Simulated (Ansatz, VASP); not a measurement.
**Cu in VASP and in Ansatz**

```xyz
1
Lattice="0.0000 1.8075 1.8075 1.8075 0.0000 1.8075 1.8075 1.8075 0.0000" Properties=species:S:1:pos:R:3 pbc="T T T"
Cu    0.0000    0.0000    0.0000
```

Alike in both runs: functional r2SCAN; k mesh 7 × 7 × 7; occupations fermi-dirac, width 0.05 eV; no spin polarisation.

```csv
,VASP,Ansatz
version,VASP 6.6.1,Ansatz 0.2.0
potentials or method,"VASP PAW PBE potentials, release 64 (Cu_sv_GW)",Ansatz PAW
plane-wave cutoff (eV),900,500
valence electrons in the cell,19,19
task,single point,projected density of states
```

```csv
,VASP,Ansatz,Ansatz less VASP
gap on the k mesh at the Fermi level (eV),none,none,-
pressure (GPa),-4.9,-5.0,-0.08
```

VASP's potentials were made for PBE, not for r2SCAN. A gap of «none» marks a metal or a gap that the smearing closes. With one functional, cell and mesh, what is left measures potentials, basis and numerics.

The k mesh is coarse, so the values compare programs but aren't converged.
